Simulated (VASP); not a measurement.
Wanted: the native input for a VASP 6.6.1 run.

```yaml
Task: single point
Functional: PBE
Potentials_or_basis: VASP PAW PBE potentials, release 64 (Cs_sv)
Cutoff: 520 eV
k_mesh: 8 × 8 × 8
Occupations: fermi-dirac, width 0.08 eV
Spin: no spin polarisation
Dipole_correction: no
Further_INCAR_settings: ALGO = Normal; EDIFF = 1e-07; NBANDS = 10
```

The structure of Cs lies in POSCAR:

```
Cs
1.0
    4.5533516343      0.0000000000      0.0000000000
    0.0000000000      4.5533516343      0.0000000000
    0.0000000000      0.0000000000      4.5533516343
Cs
1
Direct
    0.0000000000      0.0000000000      0.0000000000
```

This isn't the form of Cs at room conditions, which is bcc.

The input as run:

INCAR

```
  PREC = Accurate
  ENCUT = 520
  EDIFF = 1E-7
  ISMEAR = -1
  SIGMA = 0.08
  LREAL = F
  LASPH = T
  NELM = 60
  ALGO = Normal
  ISIF = 2
  LWAVE = F
  LCHARG = T
  GGA = PE
  LELF = T
  LVHAR = T
  NBANDS = 10
```

KPOINTS

```
regular mesh
0
Gamma
  8 8 8
```

Potentials or basis: VASP PAW PBE potentials, release 64 (Cs_sv).

Command:

```sh
$ cat potpaw_PBE.64/Cs_sv/POTCAR > POTCAR
$ mpirun -np 1 vasp_std > vasp.out
```

Results of the run:

```yaml
Pressure: 0.7 GPa
Band_gap_on_the_k_mesh: zero (an odd number of electrons rules out a gap without spin polarisation)
```

Caveat: spin-orbit coupling is left out, which moves the levels of the heavy elements.

Wall time 31 s on 1 thread of Intel(R) Xeon(R) Platinum 8259CL CPU @ 2.50GHz (Skylake/Cascade Lake), on a shared host, peak memory 0.2 GiB.
